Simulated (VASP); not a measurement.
# Zn (Fm-3m) in VASP: further runs, part 3 of 4

VASP 6.6.1.

## Step 5: Relaxation of cell and atoms, PBE, target pressure 10 GPa, at which the enthalpy is minimised

This run uses another cell than the first one, of 15.29 Å³/atom.

File INCAR:

```
PREC = Accurate
ENCUT = 500
EDIFF = 1E-7
ISMEAR = -1
SIGMA = 0.1
LREAL = F
LASPH = T
NELM = 120
ALGO = Normal
ISIF = 3
LWAVE = F
LCHARG = F
GGA = PE
IBRION = 2
NSW = 80
EDIFFG = -0.02
PSTRESS = 100.0
GGA_COMPAT = F
NELMIN = 4
```

File KPOINTS:

```
regular mesh
0
Gamma
  9 9 9
```

File POSCAR:

```
Zn
1.0
    0.0000000000      1.9700000000      1.9700000000
    1.9700000000      0.0000000000      1.9700000000
    1.9700000000      1.9700000000      0.0000000000
Zn
1
Direct
    0.0000000000      0.0000000000      0.0000000000
```

Potentials or basis: VASP PAW PBE potentials, release 64 (Zn).

On the command line:

```
> cat potpaw_PBE.64/Zn/POTCAR > POTCAR
> mpirun -np 1 vasp_std > vasp.out
```

OUTCAR:

```text
PREC = Accurate
   ENCUT = 500
   EDIFF = 1E-7
   ISMEAR = -1
   LREAL = F
   LASPH = T
   NELM = 120
   ISIF = 3
   GGA = PE
   IBRION = 2
   NSW = 80
   EDIFFG = -0.02
   PSTRESS = 100.0
   NELMIN = 4

 ion  position               nearest neighbor table
   1  0.000  0.000  0.000-

  LATTYP: Found a face centered cubic cell.
 ALAT       =     3.9400000000

  Lattice vectors:

 A1 = (   0.0000000000,   1.9700000000,   1.9700000000)
 A2 = (   1.9700000000,   0.0000000000,   1.9700000000)
 A3 = (   1.9700000000,   1.9700000000,   0.0000000000)

Analysis of symmetry for initial positions (statically):
=====================================================================
 Subroutine PRICEL returns:
 Original cell was already a primitive cell.

 Routine SETGRP: Setting up the symmetry group for a
 face centered cubic supercell.

 Subroutine GETGRP returns: Found 48 space group operations
 (whereof 48 operations were pure point group operations)
 out of a pool of 48 trial point group operations.

The static configuration has the point symmetry O_h .

Analysis of symmetry for dynamics (positions and initial velocities):
=====================================================================
 Subroutine PRICEL returns:
 Original cell was already a primitive cell.

 Routine SETGRP: Setting up the symmetry group for a
 face centered cubic supercell.

 Subroutine GETGRP returns: Found 48 space group operations
 (whereof 48 operations were pure point group operations)
 out of a pool of 48 trial point group operations.

The dynamic configuration has the point symmetry O_h .

 Subroutine INISYM returns: Found 48 space group operations
 (whereof 48 operations are pure point group operations),
 and found     1 'primitive' translations

----------------------------------------------------------------------------------------
[... 123 lines left out ...]
 non-spin polarized calculation
  energy-cutoff  :      500.00
  volume of cell :       15.29
 maximum number of plane-waves:       397
   NGX = 11   NGY = 11   NGZ = 11

--------------------------------------- Ionic step        1  -------------------------------------------

 number of electron      11.9999992 magnetization

 Free energy of the ion-electron system (eV)
  ---------------------------------------------------
  ext. energy  EPLUGINS =         0.00000000
  ---------------------------------------------------
  free energy    TOTEN  =        -1.07882279 eV

  energy without entropy =       -1.06916957  energy(sigma->0) =       -1.07399618

------------------------ aborting loop because EDIFF is reached ----------------------------------------

  FORCE on cell =-STRESS in cart. coord.  units (eV):
  Direction    XX          YY          ZZ          XY          YZ          ZX
  --------------------------------------------------------------------------------------
  -------------------------------------------------------------------------------------
  Total       -0.0104350     -0.0104350     -0.0104350      0.0000000     -0.0000000      0.0000000
  in kB       -1.0933835     -1.0933835     -1.0933835      0.0000000     -0.0000000      0.0000000
  external PRESSURE =    -101.0933835 kB  Pullay stress =     100.0000000 kB
[... 61 lines left out ...]
--------------------------------------- Ionic step        3  -------------------------------------------

 number of electron      12.0000017 magnetization

 Free energy of the ion-electron system (eV)
  ---------------------------------------------------
  ext. energy  EPLUGINS =         0.00000000
  ---------------------------------------------------
  free energy    TOTEN  =        -1.03445636 eV

  energy without entropy =       -1.02460349  energy(sigma->0) =       -1.02952992

 E-fermi :   3.8842     XC(G=0): -12.1318

 val. band max:        3.8290985709   @ k =  -0.4444   0.2222   0.0000
 cond. band min:       4.0467089861   @ k =  -0.3333   0.4444   0.2222
 fundamental gap:      0.2176104152
 Fermi energy:         3.8841849481

 k-point     1 :       0.0000    0.0000    0.0000
  band No.  band energies     occupation
      1      -7.3567      2.00000
      2      -4.0564      2.00000
      3      -4.0564      2.00000
      4      -4.0564      2.00000
      5      -3.5945      2.00000
      6      -3.5945      2.00000
      7      23.5453      0.00000
      8      23.6203      0.00000
      9      23.6203      0.00000
     10      23.6203      0.00000
[... 287 lines left out ...]
 k-point    24 :       0.4444    0.4444    0.0000
  band No.  band energies     occupation
      1      -4.8978      2.00000
      2      -4.7833      2.00000
      3      -3.2801      2.00000
      4      -3.2012      2.00000
      5      -3.2012      2.00000
      6       1.4642      2.00000
      7       7.3711      0.00000
      8      13.0068      0.00000
      9      13.0068      0.00000
     10      16.7297      0.00000

 [... further k-points ...]

------------------------ aborting loop because EDIFF is reached ----------------------------------------

  FORCE on cell =-STRESS in cart. coord.  units (eV):
  Direction    XX          YY          ZZ          XY          YZ          ZX
  --------------------------------------------------------------------------------------
  -------------------------------------------------------------------------------------
  Total        0.8575909      0.8575909      0.8575909      0.0000000     -0.0000000     -0.0000000
  in kB      100.4783264    100.4783264    100.4783264      0.0000000     -0.0000000     -0.0000000
  external PRESSURE =       0.4783264 kB  Pullay stress =     100.0000000 kB
[... 20 lines left out ...]
  energy  without entropy=       -1.0246034854  energy(sigma->0) =       -1.02952992

  enthalpy is  TOTEN    =        -0.1809479980 eV   P V=        0.8535083585

 reached required accuracy - stopping structural energy minimisation
```

CONTCAR:

```text
Zn
   1.00000000000000
     0.0000000000000000    1.8979996227337406    1.8979996227337406
     1.8979996227337406   -0.0000000000000000    1.8979996227337406
     1.8979996227337406    1.8979996227337406   -0.0000000000000000
  Zn
     1
Direct
     0.0000000000000000    0.0000000000000000    0.0000000000000000

  0.00000000E+00  0.00000000E+00  0.00000000E+00
```

Run time: 9.9 s. Hardware: 1 thread of Intel Xeon Platinum 8488C (Sapphire Rapids), shared host; peak memory 0.12 GiB.

Results:

```yaml
Free_energy: -1.0345 eV
Relaxed_volume: 13.67 Å³/atom
Relaxed_cell: a = 2.684 Å, b = 2.684 Å, c = 2.684 Å, α = 60.00°, β = 60.00°, γ = 60.00°
Space_group_after_relaxing_to_0.1_Å: Fm-3m (No. 225)
Energy_change_on_relaxing_the_run_minimises_the_enthalpy: +44.4 meV/atom
Ionic_steps: 3
Pressure_after_relaxing: 10.0 GPa
Band_gap_on_the_k_mesh: zero (bands 6 and 7 overlap by 1.46 eV)
```

The path:
```csv
step,energy change (eV),largest force (eV/Å),pressure (GPa),volume (Å³)
1,0.0000,0.0000,-0.11,15.29
2,0.0757,0.0000,13.97,13.25
3,0.0444,0.0000,10.05,13.67
```

Final structure:
```
CELL_PARAMETERS angstrom
0.00000 1.89800 1.89800
1.89800 0.00000 1.89800
1.89800 1.89800 0.00000
ATOMIC_POSITIONS crystal
Zn 0.00000 0.00000 0.00000
```

Caveat: the cell is relaxed towards a set pressure, so the run minimises the enthalpy, not the energy.

## Step 6: Relaxation of cell and atoms, PBE, target pressure 20 GPa, at which the enthalpy is minimised

This run uses another cell than the first one, of 15.29 Å³/atom.

File INCAR:

```
PREC = Accurate
ENCUT = 500
EDIFF = 1E-7
ISMEAR = -1
SIGMA = 0.1
LREAL = False
LASPH = True
NELM = 120
ALGO = Normal
ISIF = 3
LWAVE = False
LCHARG = False
GGA = PE
IBRION = 2
NSW = 80
EDIFFG = -0.02
PSTRESS = 200.0
GGA_COMPAT = False
NELMIN = 4
```

KPOINTS is that of step 5.

POSCAR is that of step 5.

Potentials or basis: VASP PAW PBE potentials, release 64 (Zn).

On the command line:

```
> cat potpaw_PBE.64/Zn/POTCAR > POTCAR
> mpirun -np 1 vasp_std > vasp.out
```

OUTCAR:

```text
PREC = Accurate
   ENCUT = 500
   EDIFF = 1E-7
   ISMEAR = -1
   LREAL = False
   LASPH = True
   NELM = 120
   ISIF = 3
   GGA = PE
   IBRION = 2
   NSW = 80
   EDIFFG = -0.02
   PSTRESS = 200.0
   NELMIN = 4

 ion  position               nearest neighbor table
   1  0.000  0.000  0.000-

  LATTYP: Found a face centered cubic cell.
 ALAT       =     3.9400000000

  Lattice vectors:

 A1 = (   0.0000000000,   1.9700000000,   1.9700000000)
 A2 = (   1.9700000000,   0.0000000000,   1.9700000000)
 A3 = (   1.9700000000,   1.9700000000,   0.0000000000)

Analysis of symmetry for initial positions (statically):
=====================================================================
 Subroutine PRICEL returns:
 Original cell was already a primitive cell.
[... 329 lines left out ...]
 cond. band min:       4.6361649933   @ k =  -0.3333   0.4444   0.2222
 fundamental gap:      0.1189633402
 Fermi energy:         4.5344665508

 k-point     1 :       0.0000    0.0000    0.0000
  band No.  band energies     occupation
      1      -7.4084      2.00000
      2      -3.7116      2.00000
      3      -3.7116      2.00000
      4      -3.7116      2.00000
      5      -3.1850      2.00000
      6      -3.1850      2.00000
      7      24.6746      0.00000
      8      25.2596      0.00000
      9      25.2596      0.00000
     10      25.2596      0.00000
[... 287 lines left out ...]
 k-point    24 :       0.4444    0.4444    0.0000
  band No.  band energies     occupation
      1      -4.6915      2.00000
      2      -4.5448      2.00000
      3      -2.8290      2.00000
      4      -2.7412      2.00000
      5      -2.7412      2.00000
      6       1.8563      2.00000
      7       8.2411      0.00000
      8      13.9881      0.00000
      9      13.9881      0.00000
     10      17.8234      0.00000

 [... further k-points ...]

------------------------ aborting loop because EDIFF is reached ----------------------------------------

  FORCE on cell =-STRESS in cart. coord.  units (eV):
  Direction    XX          YY          ZZ          XY          YZ          ZX
  --------------------------------------------------------------------------------------
  -------------------------------------------------------------------------------------
  Total        1.5731685      1.5731685      1.5731685      0.0000000      0.0000000      0.0000000
  in kB      197.8326440    197.8326440    197.8326440      0.0000000      0.0000000      0.0000000
  external PRESSURE =      -2.1673560 kB  Pullay stress =     200.0000000 kB
[... 20 lines left out ...]
  energy  without entropy=       -0.9388150530  energy(sigma->0) =       -0.94411362

  enthalpy is  TOTEN    =         0.6409911377 eV   P V=        1.5904033215

 reached required accuracy - stopping structural energy minimisation
```

Wall time 14 s (1 thread of Intel Xeon Platinum 8488C (Sapphire Rapids), shared host); peak memory 0.13 GiB.

What came out:

```yaml
Free_energy: -0.9494 eV
Relaxed_volume: 12.74 Å³/atom
Relaxed_cell: a = 2.622 Å, b = 2.622 Å, c = 2.622 Å, α = 60.00°, β = 60.00°, γ = 60.00°
Space_group_after_relaxing_to_0.1_Å: Fm-3m (No. 225)
Energy_change_on_relaxing_the_run_minimises_the_enthalpy: +129.4 meV/atom
Ionic_steps: 5
Pressure_after_relaxing: 19.8 GPa
Band_gap_on_the_k_mesh: zero (bands 6 and 7 overlap by 1.29 eV)
```

The path:
```
step  energy change (eV)  largest force (eV/Å)  pressure (GPa)  volume (Å³)
   1              0.0000                0.0000           -0.11        15.29
   2              0.3741                0.0000           41.84        11.42
   3              0.1287                0.0000           19.71        12.75
   4              0.1347                0.0000           20.31        12.70
   5              0.1294                0.0000           19.78        12.74
```

Final structure:
```yaml
crystal:
  lattice:
    - [0.00000, 1.85376, 1.85376]
    - [1.85376, 0.00000, 1.85376]
    - [1.85376, 1.85376, 0.00000]
  atoms:
    - { symbol: Zn, position: [0.00000, 0.00000, 0.00000] }
```

Caveat: the cell is relaxed towards a set pressure, so the run minimises the enthalpy, not the energy; the volume moved by over 15 % at a fixed basis, so the end points are rough.

(Continued in part 4 of 4.)
